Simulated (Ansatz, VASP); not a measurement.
CdSe in VASP and in Ansatz

File INCAR:

```
PREC     = Accurate       # precision mode
ENCUT    = 520            # plane-wave cutoff, eV
EDIFF    = 1E-6           # SCF threshold, eV
ISMEAR   = 0              # smearing method
SIGMA    = 0.02           # smearing width, eV
LREAL    = False          # projectors in reciprocal space
LASPH    = True           # aspherical terms in the spheres
NELM     = 80             # most SCF steps
ALGO     = Normal         # electronic algorithm
ISIF     = 2              # what is computed and relaxed
LWAVE    = False          # write WAVECAR
LCHARG   = False          # write CHGCAR
GGA      = PE             # functional
NBANDS   = 16             # bands
```

Contents of KPOINTS:

```
regular mesh
0
Gamma
  10 10 10
```

POSCAR

```
CdSe
1.0
    0.0000000000      3.1984318444      3.1984318444
    3.1984318444      0.0000000000      3.1984318444
    3.1984318444      3.1984318444      0.0000000000
Cd Se
1 1
Direct
    0.0000000000      0.0000000000      0.0000000000
    0.7500000000      0.7500000000      0.7500000000
```

Input for Ansatz:

```yaml
crystal:
  lattice:
    - [0.0, 3.1984318444, 3.1984318444]
    - [3.1984318444, 0.0, 3.1984318444]
    - [3.1984318444, 3.1984318444, 0.0]
  atoms:
    - { symbol: Cd, position: [0.0, 0.0, 0.0] }
    - { symbol: Se, position: [0.75, 0.75, 0.75] }
basis:
  ecutwfc: 420
kpoints:
  mp_grid: { grid: [10, 10, 10] }
hamiltonian:
  xc: pbe
scf:
  occupations: { method: gaussian, width: 0.02 }
output:
  forces: true
  stress: true
  eigenvalues: true
```

Alike in both runs: task single point; functional PBE; k mesh 10 × 10 × 10; occupations gaussian, width 0.02 eV; no spin polarisation.

|  | VASP | Ansatz |
| --- | --- | --- |
| version | VASP 6.6.1 | Ansatz 0.2.0 |
| potentials or method | VASP PAW PBE potentials, release 64 (Cd, Se), cutoff 520 eV | scalar-relativistic, plane waves, PAW |
| valence electrons in the cell | 18 | 36 |

Ansatz gave:

```
gap on the k mesh at the Fermi level (eV) : 0.30
least direct gap on the mesh (eV)         : 0.30
pressure (GPa)                            : -3.4
```

Question: Which values does VASP return?

Answer: gap on the k mesh at the Fermi level (eV): 0.30; least direct gap on the mesh (eV): 0.30; pressure (GPa): -3.3.

VASP's potentials hold 18 valence electrons a cell and Ansatz's 36, so a difference there can come from the potentials and not from the codes.
